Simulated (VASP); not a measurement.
# HgTe: single point with r2SCAN

The system is HgTe.

```
CELL_PARAMETERS angstrom
-3.04560 3.04560 1.55941
3.04560 -3.04560 1.55941
3.04560 3.04560 -1.55941
ATOMIC_POSITIONS crystal
Hg 0.75000 0.25000 0.50000
Te 0.00000 0.00000 0.00000
```

```
Program             : VASP 6.6.1
Task                : single point
Functional          : r2SCAN
Potentials or basis : VASP PAW PBE potentials, release 64 (Hg, Te)
Cutoff              : 550 eV
k mesh              : 4 × 4 × 4
Occupations         : fermi-dirac, width 0.05 eV
Spin                : no spin polarisation
```

```yaml
Pressure: -1.2 GPa
Band_gap_on_the_k_mesh: zero (bands 9 and 10 overlap by 2.42 eV)
```

Stress tensor (GPa, compression positive):
```
-5.61  0.00  0.00
 0.00 -5.61  0.00
 0.00  0.00  7.53
```

Levels at points of the mesh, in eV from the Fermi level:
| k point | band 5 | band 6 | band 7 | band 8 | band 9 | band 10 | band 11 | band 12 | band 13 | band 14 |
| --- | --- | --- | --- | --- | --- | --- | --- | --- | --- | --- |
| (0.00, 0.00, 0.00) | -6.39 | -6.39 | -3.11 | -2.18 | -2.18 | 4.23 | 5.30 | 7.65 | 7.65 | 10.10 |
| (0.50, 0.00, 0.00) | -6.59 | -6.29 | -4.32 | -1.72 | -0.82 | 0.30 | 3.75 | 4.51 | 6.59 | 8.99 |
| (0.50, 0.50, 0.00) | -6.36 | -6.34 | -6.10 | -0.62 | 1.91 | 2.67 | 3.46 | 4.13 | 9.79 | 11.33 |
| (0.50, 0.50, 0.50) | -6.36 | -6.24 | -4.21 | -4.10 | -4.10 | 3.87 | 8.18 | 8.95 | 8.95 | 12.69 |

Run time: 94 s on 1 thread of Intel Xeon 8259CL, with other jobs on the host, peak memory 0.22 GiB.

Caveat: the k points lie up to 0.57 Å⁻¹ apart, too coarse for converged energies and pressures of a metal; the PAW data sets were made with another functional, which shifts forces and pressure a little; spin-orbit coupling is left out, which moves the levels of the heavy elements.
